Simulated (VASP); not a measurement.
Sc2GeTe2:

```xyz
5
Lattice="4.3889 0.0000 0.0000 -2.1944 3.8009 0.0000 0.0000 0.0000 8.7728" Properties=species:S:1:pos:R:3 pbc="T T T"
Sc    0.0000    2.5339    1.7518
Sc    0.0000    2.5339    7.0210
Ge    0.0000    2.5339    0.0000
Te    2.1944    1.2670    6.3114
Te    2.1944    1.2670    2.4615
```

The cell was built from a structure type or drawn by symmetry, and may not be a known phase.

* Program: VASP 6.6.1
* Task: relaxation of cell and atoms
* Functional: PBE
* Potentials or basis: VASP PAW PBE potentials, release 64 (Sc_sv, Ge_d, Te)
* Cutoff: 600 eV
* k mesh: 6 × 6 × 2
* Occupations: gaussian, width 0.1 eV
* Spin: no spin polarisation

At the start: pressure 35.0 GPa; volume 29.27 Å³/atom.

Q: Where does the relaxation end?

A: Over 46 steps the energy falls by 2802.6 meV/atom and the volume is 38.39 Å³/atom (+31.1 %); space group P-6m2 (No. 187, to 0.1 Å) before and after.

Step by step:
| step | energy change (eV) | largest force (eV/Å) | pressure (GPa) | volume (Å³) |
| --- | --- | --- | --- | --- |
| 1 | 0.0000 | 19.1054 | 35.00 | 146.35 |
| 3 | -9.7203 | 0.5338 | -1.64 | 292.61 |
| 5 | -11.9297 | 1.6438 | 2.52 | 209.54 |
| 7 | -12.3405 | 1.4033 | 5.02 | 190.91 |
| 9 | -12.3925 | 1.0482 | 6.46 | 184.12 |
| 11 | -13.1738 | 0.7089 | -0.58 | 213.76 |
| 13 | -13.2322 | 0.1062 | 0.15 | 208.79 |
| 15 | -13.2424 | 0.0872 | -0.21 | 212.09 |
| 17 | -13.2473 | 0.0491 | -0.73 | 217.18 |
| 19 | -13.2521 | 0.0500 | -0.79 | 217.99 |
| 21 | -13.2730 | 0.0481 | -1.06 | 221.22 |
| 23 | -13.3118 | 0.2346 | -2.42 | 233.87 |
| 25 | -13.3254 | 0.1255 | -2.01 | 230.31 |
| 27 | -13.3803 | 0.2250 | -2.46 | 233.01 |
| 29 | -13.3904 | 0.3437 | -2.74 | 234.27 |
| 31 | -13.5597 | 0.3694 | -2.61 | 228.65 |
| 33 | -13.7492 | 1.1176 | -3.01 | 200.96 |
| 35 | -13.9056 | 0.4359 | -1.91 | 207.91 |
| 37 | -13.9873 | 0.1083 | -0.03 | 197.36 |
| 39 | -13.9917 | 0.0990 | -0.12 | 197.47 |
| 41 | -13.9990 | 0.2265 | -0.20 | 196.69 |
| 43 | -14.0121 | 0.0675 | 0.03 | 192.41 |
| 45 | -14.0127 | 0.0440 | 0.09 | 191.31 |
| 46 | -14.0128 | 0.0248 | -0.07 | 191.93 |

Final structure:
```cif
data_structure
_symmetry_space_group_name_H-M 'P 1'
_symmetry_Int_Tables_number 1
_cell_length_a 4.1524
_cell_length_b 4.1524
_cell_length_c 12.8530
_cell_angle_alpha 90.000
_cell_angle_beta 90.000
_cell_angle_gamma 120.000
_cell_volume 191.93
loop_
_atom_site_label
_atom_site_type_symbol
_atom_site_fract_x
_atom_site_fract_y
_atom_site_fract_z
_atom_site_occupancy
Sc1 Sc 0.33333 0.66667 0.21010 1
Sc2 Sc 0.33333 0.66667 0.78990 1
Ge1 Ge 0.33333 0.66667 0.00000 1
Te1 Te 0.66667 0.33333 0.67582 1
Te2 Te 0.66667 0.33333 0.32418 1
```

Caveat: the volume moved by over 15 % at a fixed basis, so the end points are rough; this functional lacks dispersion, which binds the layers, so the pressure and a relaxed spacing across them are unreliable.
